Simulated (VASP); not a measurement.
Input of a VASP 6.6.1 run:

Contents of INCAR:

```
SYSTEM = Mg3Te
PREC     = Accurate       ! precision mode
ENCUT    = 600            ! plane-wave cutoff, eV
EDIFF    = 1E-7           ! SCF threshold, eV
ISMEAR   = 0              ! smearing method
SIGMA    = 0.1            ! smearing width, eV
LREAL    = .FALSE.        ! projectors in reciprocal space
LASPH    = .TRUE.         ! aspherical terms in the spheres
NELM     = 100            ! most SCF steps
ALGO     = Fast           ! electronic algorithm
ISIF     = 3              ! what is computed and relaxed
LWAVE    = .FALSE.        ! write WAVECAR
LCHARG   = .FALSE.        ! write CHGCAR
GGA      = PE             ! functional
IBRION   = 2              ! ionic algorithm
NSW      = 100            ! ionic steps
EDIFFG   = -0.01          ! ionic threshold
```

The input KPOINTS:

```
regular mesh
0
G
  10 10 10
  0 0 0
```

Contents of POSCAR:

```
Mg3Te
1.0
    4.6318486000      0.0000000000      0.0000000000
    0.0000000000      4.6318486000      0.0000000000
    0.0000000000      0.0000000000      4.3696687600
Mg Te
3 1
Direct
    0.0000000000      0.5000000000      0.5000000000
    0.5000000000      0.0000000000      0.5000000000
    0.5000000000      0.5000000000      0.0000000000
    0.0000000000      0.0000000000      0.0000000000
```

Potentials or basis: VASP PAW PBE potentials, release 64 (Mg, Te).

Run with:

```bash
$ cat potpaw_PBE.64/Mg/POTCAR potpaw_PBE.64/Te/POTCAR > POTCAR
$ mpirun -np 1 vasp_std > vasp.out
```

Estimate the relaxed cell.

a = 4.710 Å, b = 4.710 Å, c = 4.418 Å, α = 90.00°, β = 90.00°, γ = 90.00°.

What does it give for the relaxed volume?

24.51 Å³/atom.

Stress tensor (GPa, compression positive):
```
 0.06  0.00  0.00
 0.00  0.06  0.00
 0.00  0.00 -0.06
```
